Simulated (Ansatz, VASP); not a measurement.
Si: VASP beside Ansatz

The input POSCAR:

```
Si
1.0
   -2.5492252273      2.3713723045      1.3292653899
    2.5492252273     -2.3713723045      1.3292653899
    2.5492252273      2.3713723045     -1.3292653899
Si
2
Direct
    0.2500000000      0.7500000000      0.5000000000
    0.5000000000      0.5000000000      0.0000000000
```

File INCAR.step1:

```
PREC = Accurate
ENCUT = 520
ISMEAR = 0
SIGMA = 0.15
LREAL = F
LASPH = T
NELM = 100
NBANDS = 11
GGA = PE
ALGO = Normal
EDIFF = 1E-4
LWAVE = T
LCHARG = F
```

Contents of INCAR.step2:

```
PREC = Accurate
ENCUT = 520
EDIFF = 1E-7
ISMEAR = 0
SIGMA = 0.15
LREAL = F
LASPH = T
NELM = 100
ALGO = Normal
ISIF = 2
LWAVE = F
LCHARG = T
METAGGA = R2SCAN
LMIXTAU = T
LELF = T
LVHAR = T
NBANDS = 11
ISTART = 1
```

The input KPOINTS:

```
regular mesh
0
Gamma
  20 20 20
```

Input for Ansatz:

```yaml
crystal:
  lattice:
    - [-2.5492252273, 2.3713723045, 1.3292653899]
    - [2.5492252273, -2.3713723045, 1.3292653899]
    - [2.5492252273, 2.3713723045, -1.3292653899]
  atoms:
    - { symbol: Si, position: [0.25, 0.75, 0.5] }
    - { symbol: Si, position: [0.5, 0.5, 0.0] }
basis:
  ecutwfc: 500
kpoints:
  mp_grid: { grid: [20, 20, 20] }
hamiltonian:
  xc: r2scan
scf:
  occupations: { method: gaussian, width: 0.15 }
output:
  forces: true
  stress: true
  eigenvalues: true
```

Change from the starting cell: strain +0.0750 x Voigt [1, 0, 0, 0, 0, 0], atoms carried along.

Alike in both runs: task single point; functional r2SCAN; k mesh 20 × 20 × 20; occupations gaussian, width 0.15 eV; no spin polarisation.

|  | VASP | Ansatz |
| --- | --- | --- |
| version | VASP 6.6.1 | Ansatz 0.2.0 |
| potentials or method | VASP PAW PBE potentials, release 64 (Si), cutoff 520 eV | scalar-relativistic, plane waves, PAW |
| valence electrons in the cell | 8 | 8 |

```csv
,VASP,Ansatz,Ansatz less VASP
gap on the k mesh at the Fermi level (eV),none,none,-
pressure (GPa),-4.8,-4.7,+0.09
"traceless stress, the component that is largest in VASP (GPa)",-6.65,-6.66,-0.007
rms of the force components (eV/Å),0.098,0.100,+0.0015
```

VASP's potentials were made for PBE, not for r2SCAN. Atom by atom the forces differ by 0.002 eV/Å (rms over components). A gap of «none» marks a metal or a gap that the smearing closes. The functional is the same, so the differences come from potentials, cutoffs and numerics.
